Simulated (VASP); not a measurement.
Write the native input for VASP 6.6.1 that does the following.

```
Task                   : single point
Functional             : PBE
Potentials or basis    : VASP PAW PBE potentials, release 64 (Al, Si, F)
Cutoff                 : 600 eV
k mesh                 : 3 × 3 × 3
Occupations            : gaussian, width 0.15 eV
Spin                   : no spin polarisation
Dipole correction      : no
Further INCAR settings : ALGO = Normal; EDIFF = 1e-06; NBANDS = 21
```

The structure of Al3Si2F lies in POSCAR:

```
Al3Si2F
1.0
   -2.3937547724      2.3937547724      5.1440608495
    2.3937547724     -2.3937547724      5.1440608495
    2.3937547724      2.3937547724     -5.1440608495
Al Si F
3 2 1
Direct
    0.7500000000      0.2500000000      0.5000000000
    0.2500000000      0.7500000000      0.5000000000
    0.5000000000      0.5000000000      0.0000000000
    0.5000000000      0.0000000000      0.5000000000
    0.0000000000      0.5000000000      0.5000000000
    0.0000000000      0.0000000000      0.0000000000
```

One way to write it, as run:

INCAR

```
PREC = Accurate ; ENCUT = 600
EDIFF = 1E-6 ; ISMEAR = 0
SIGMA = 0.15 ; LREAL = False
LASPH = True ; NELM = 120
ALGO = Normal ; ISIF = 2
LWAVE = False ; LCHARG = True
GGA = PE ; LELF = True
LVHAR = True ; NBANDS = 21
GGA_COMPAT = False
```

KPOINTS

```
regular mesh
0
Gamma
  3 3 3
```

Potentials or basis: VASP PAW PBE potentials, release 64 (Al, Si, F).

Launch:

```sh
$ cat potpaw_PBE.64/Al/POTCAR potpaw_PBE.64/Si/POTCAR potpaw_PBE.64/F/POTCAR > POTCAR
$ mpirun -np 1 vasp_std > vasp.out
```

It gave:

```yaml
Pressure: 0.1 GPa
Band_gap_on_the_k_mesh: zero (band 12 reaches 6.22 eV, above the bottom of band 13 at 4.65 eV)
```

Caveat: the k points lie up to 0.62 Å⁻¹ apart.

Run time: 22 s on 1 thread of Intel(R) Xeon(R) Platinum 8559C (Emerald Rapids) (shared host), peak memory 0.34 GiB.
